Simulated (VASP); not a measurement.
Set up this calculation in VASP 6.6.1, as the native input.

```
Task                   : single point
Functional             : PBE
Potentials or basis    : VASP PAW PBE potentials, release 64 (Au, V_sv)
Cutoff                 : 520 eV
k mesh                 : 11 × 11 × 11
Occupations            : fermi-dirac, width 0.05 eV
Spin                   : collinear spin, ferromagnetic start
Starting moments       : [0.0, 2.0] μB
Dipole correction      : no
Further INCAR settings : ALGO = Fast; EDIFF = 1e-06; NBANDS = 23
```

The structure of VAu lies in POSCAR:

```
VAu
1.0
    1.4380629605      0.8302660373      4.7015242404
   -1.4380629605      0.8302660373      4.7015242404
    0.0000000000     -1.6605320747      4.7015242404
Au V
1 1
Direct
    0.0000000000      0.0000000000      0.0000000000
    0.5000000000      0.5000000000      0.5000000000
```

The input as run:

INCAR

```
PREC     = Accurate       # precision mode
ENCUT    = 520            # plane-wave cutoff, eV
EDIFF    = 1E-6           # SCF threshold, eV
ISMEAR   = -1             # smearing method
SIGMA    = 0.05           # smearing width, eV
LREAL    = False          # projectors in reciprocal space
LASPH    = True           # aspherical terms in the spheres
NELM     = 150            # most SCF steps
ALGO     = Fast           # electronic algorithm
ISIF     = 2              # what is computed and relaxed
LWAVE    = False          # write WAVECAR
LCHARG   = False          # write CHGCAR
ISPIN    = 2              # spin polarisation
MAGMOM   = 0 2            # initial moments
LORBIT   = 11             # projections on sites
LMAXMIX  = 4              # l up to which the mixer works
GGA      = PE             # functional
NBANDS   = 23             # bands
```

KPOINTS

```
Automatic mesh
0
Gamma
  11 11 11
```

Potentials or basis: VASP PAW PBE potentials, release 64 (Au, V_sv).

The run is started by

```console
$ cat potpaw_PBE.64/Au/POTCAR potpaw_PBE.64/V_sv/POTCAR > POTCAR
$ mpirun -np 1 vasp_std > vasp.out
```

Results of the run:

The pressure is -9.9 GPa and the band gap on the k mesh is zero (filled and empty bands overlap). The net moment is 0.00 μB per cell and the valence electrons inside the program's atomic spheres are Au 9.70; V 11.31.

Caveat: the cell stands under tension; spin-orbit coupling is left out, which moves the levels of the heavy elements.

It took 5.4 min on 1 thread of Intel(R) Xeon(R) 6975P-C (Granite Rapids) (shared host), peak memory 0.42 GiB.
